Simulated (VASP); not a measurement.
# K in VASP: further runs, part 2 of 2

VASP 6.6.1. Earlier steps stand in the parts before.

## Step 5: Relaxation of cell and atoms, PBE

This run uses another cell than the first one, of 80.13 Å³/atom, 0.901 times its volume.

Contents of INCAR:

```
SYSTEM = K
PREC     = Accurate       ! precision mode
ENCUT    = 600            ! plane-wave cutoff, eV
EDIFF    = 1E-6           ! SCF threshold, eV
ISMEAR   = 0              ! smearing method
SIGMA    = 0.1            ! smearing width, eV
LREAL    = .False.        ! projectors in reciprocal space
LASPH    = .True.         ! aspherical terms in the spheres
NELM     = 60             ! most SCF steps
ALGO     = Fast           ! electronic algorithm
ISIF     = 3              ! what is computed and relaxed
LWAVE    = .False.        ! write WAVECAR
LCHARG   = .False.        ! write CHGCAR
GGA      = PE             ! functional
IBRION   = 2              ! ionic algorithm
NSW      = 100            ! ionic steps
EDIFFG   = -0.01          ! ionic threshold
```

Contents of KPOINTS:

```
regular mesh
0
Gamma
  14 14 14
  0 0 0
```

Contents of POSCAR:

```
K
1.0
    4.3112069062      0.0000000000      0.0000000000
    0.0000000000      4.3112069062      0.0000000000
    0.0000000000      0.0000000000      4.3112069062
K
1
Direct
    0.0000000000      0.0000000000      0.0000000000
```

Potentials or basis: VASP PAW PBE potentials, release 64 (K_sv).

Command:

```
$ cat potpaw_PBE.64/K_sv/POTCAR > POTCAR
$ mpirun -np 1 vasp_std > vasp.out
```

OUTCAR:

```text
SYSTEM = K
   PREC = Accurate
   ENCUT = 600
   EDIFF = 1E-6
   ISMEAR = 0
   LREAL = .False.
   LASPH = .True.
   NELM = 60
   ISIF = 3
   GGA = PE
   IBRION = 2
   NSW = 100
   EDIFFG = -0.01

 ion  position               nearest neighbor table
   1  0.000  0.000  0.000-

  LATTYP: Found a simple cubic cell.
 ALAT       =     4.3112069062

  Lattice vectors:

 A1 = (   4.3112069062,   0.0000000000,   0.0000000000)
 A2 = (   0.0000000000,   4.3112069062,   0.0000000000)
 A3 = (   0.0000000000,   0.0000000000,   4.3112069062)

Analysis of symmetry for initial positions (statically):
=====================================================================
 Subroutine PRICEL returns:
 Original cell was already a primitive cell.

 Routine SETGRP: Setting up the symmetry group for a
 simple cubic supercell.

 Subroutine GETGRP returns: Found 48 space group operations
 (whereof 48 operations were pure point group operations)
 out of a pool of 48 trial point group operations.

The static configuration has the point symmetry O_h .

Analysis of symmetry for dynamics (positions and initial velocities):
=====================================================================
 Subroutine PRICEL returns:
 Original cell was already a primitive cell.

 Routine SETGRP: Setting up the symmetry group for a
 simple cubic supercell.

 Subroutine GETGRP returns: Found 48 space group operations
 (whereof 48 operations were pure point group operations)
 out of a pool of 48 trial point group operations.

The dynamic configuration has the point symmetry O_h .

 Subroutine INISYM returns: Found 48 space group operations
 (whereof 48 operations are pure point group operations),
 and found     1 'primitive' translations
[... 166 lines left out ...]
 -----------------------------------------------------------------------------------
      0.00000      0.00000      0.00000         0.000000      0.000000      0.000000
 -----------------------------------------------------------------------------------
    total drift:                               -0.000000     -0.000000     -0.000000

  FREE ENERGIE OF THE ION-ELECTRON SYSTEM (eV)
  ---------------------------------------------------
  free  energy   TOTEN  =        -0.9451927543 eV

  energy  without entropy=       -0.9418217569  energy(sigma->0) =       -0.94350726

--------------------------------------- Ionic step        2  -------------------------------------------

 number of electron       9.0000001 magnetization

 Free energy of the ion-electron system (eV)
  ---------------------------------------------------
  ext. energy  EPLUGINS =         0.00000000
  ---------------------------------------------------
  free energy    TOTEN  =        -0.94521901 eV

  energy without entropy =       -0.94185140  energy(sigma->0) =       -0.94353521

 E-fermi :  -0.2582     XC(G=0):  -5.4433

 val. band max:       -0.2636417474   @ k =   0.5000   0.0714   0.0000
 cond. band min:      -0.2397171869   @ k =   0.2857   0.2857   0.2857
 fundamental gap:      0.0239245605
 Fermi energy:        -0.2581755153

 k-point     1 :       0.0000    0.0000    0.0000
  band No.  band energies     occupation
      1     -32.6123      2.00000
      2     -16.0540      2.00000
      3     -16.0540      2.00000
      4     -16.0540      2.00000
      5      -2.3178      2.00000
      6       2.6216      0.00000
      7       2.6216      0.00000
      8       5.8710      0.00000
[... 243 lines left out ...]
 k-point    24 :       0.3571    0.2143    0.0000
  band No.  band energies     occupation
      1     -32.6074      2.00000
      2     -16.1182      2.00000
      3     -16.0799      2.00000
      4     -16.0456      2.00000
      5      -0.8056      2.00000
      6       1.2758      0.00000
      7       2.7502      0.00000
      8       3.7529      0.00000

 [... further k-points ...]

------------------------ aborting loop because EDIFF is reached ----------------------------------------

  FORCE on cell =-STRESS in cart. coord.  units (eV):
  Direction    XX          YY          ZZ          XY          YZ          ZX
  --------------------------------------------------------------------------------------
  -------------------------------------------------------------------------------------
  Total       -0.0081624     -0.0081624     -0.0081624      0.0000000      0.0000000     -0.0000000
  in kB       -0.1634910     -0.1634910     -0.1634910      0.0000000      0.0000000     -0.0000000
  external PRESSURE =      -0.1634910 kB  Pullay stress =       0.0000000 kB

 VOLUME and BASIS-vectors are now :
 -----------------------------------------------------------------------------
  energy-cutoff  :      600.00
  volume of cell :       79.99
      direct lattice vectors                 reciprocal lattice vectors
     4.308689190  0.000000000  0.000000000     0.232089147  0.000000000  0.000000000
    -0.000000000  4.308689190 -0.000000000    -0.000000000  0.232089147 -0.000000000
    -0.000000000  0.000000000  4.308689190    -0.000000000  0.000000000  0.232089147

 POSITION                                       TOTAL-FORCE (eV/Angst)
 -----------------------------------------------------------------------------------
      0.00000      0.00000      0.00000         0.000000     -0.000000      0.000000
 -----------------------------------------------------------------------------------
    total drift:                               -0.000000     -0.000000     -0.000000

  FREE ENERGIE OF THE ION-ELECTRON SYSTEM (eV)
  ---------------------------------------------------
  free  energy   TOTEN  =        -0.9452190126 eV

  energy  without entropy=       -0.9418513989  energy(sigma->0) =       -0.94353521

 reached required accuracy - stopping structural energy minimisation
```

CONTCAR:

```text
K
   1.00000000000000
     4.3086891898057287    0.0000000000000000    0.0000000000000000
    -0.0000000000000000    4.3086891898057287   -0.0000000000000000
    -0.0000000000000000    0.0000000000000000    4.3086891898057287
  K
     1
Direct
     0.0000000000000000    0.0000000000000000    0.0000000000000000

  0.00000000E+00  0.00000000E+00  0.00000000E+00
```

Run time: 4.3 min. Hardware: 1 thread of AMD EPYC 7R13, shared host; peak memory 0.24 GiB.

What came out:

```
Free energy                            : -0.9452 eV
Relaxed volume                         : 79.99 Å³/atom
Relaxed cell                           : a = 4.309 Å, b = 4.309 Å, c = 4.309 Å, α = 90.00°, β = 90.00°, γ = 90.00°
Space group after relaxing (to 0.05 Å) : Pm-3m (No. 221)
Energy gained by relaxing              : 0.0 meV/atom
Ionic steps                            : 2
Pressure after relaxing                : 0.0 GPa
```

Final structure:
```cif
data_structure
_symmetry_space_group_name_H-M 'P 1'
_symmetry_Int_Tables_number 1
_cell_length_a 4.3087
_cell_length_b 4.3087
_cell_length_c 4.3087
_cell_angle_alpha 90.000
_cell_angle_beta 90.000
_cell_angle_gamma 90.000
_cell_volume 79.99
loop_
_atom_site_label
_atom_site_type_symbol
_atom_site_fract_x
_atom_site_fract_y
_atom_site_fract_z
_atom_site_occupancy
K1 K 0.00000 0.00000 0.00000 1
```

Levels at points of the mesh, in eV from the Fermi level:
```
           k point  band 1  band 2  band 3  band 4  band 5  band 6  band 7  band 8
(0.00, 0.00, 0.00)  -32.35  -15.80  -15.80  -15.80   -2.06    2.88    2.88    6.13
(0.50, 0.00, 0.00)  -32.35  -15.88  -15.79  -15.79   -0.06    0.17    3.48    4.63
(0.50, 0.50, 0.00)  -32.35  -15.87  -15.87  -15.78    1.14    2.05    2.14    2.14
(0.50, 0.50, 0.50)  -32.34  -15.86  -15.86  -15.86    2.28    2.28    2.28    4.24
```

## Step 6: Summary

```csv
task,cell,k mesh,cutoff (eV),gap on the mesh (eV),pressure (GPa)
single point,"a = 4.427, b = 4.427, c = 4.536 Å, 1 atom",4 × 4 × 4,520,none,-0.3
single point,"a = 4.311 Å, 1 atom",4 × 4 × 4,520,none,-0.1
single point,"a = 4.311 Å, 1 atom",14 × 14 × 14,520,none,0.0
relaxation of cell and atoms,"relaxed from a = 4.311 Å, 1 atom",14 × 14 × 14,600,none,0.0
```

Alike in all rows: level PBE; potentials or basis VASP PAW PBE potentials, release 64 (K_sv); no spin polarisation; smearing gaussian 0.1 eV.

Caveats: some runs use coarse meshes.

Absolute energies hang on the potentials; compare differences alone.
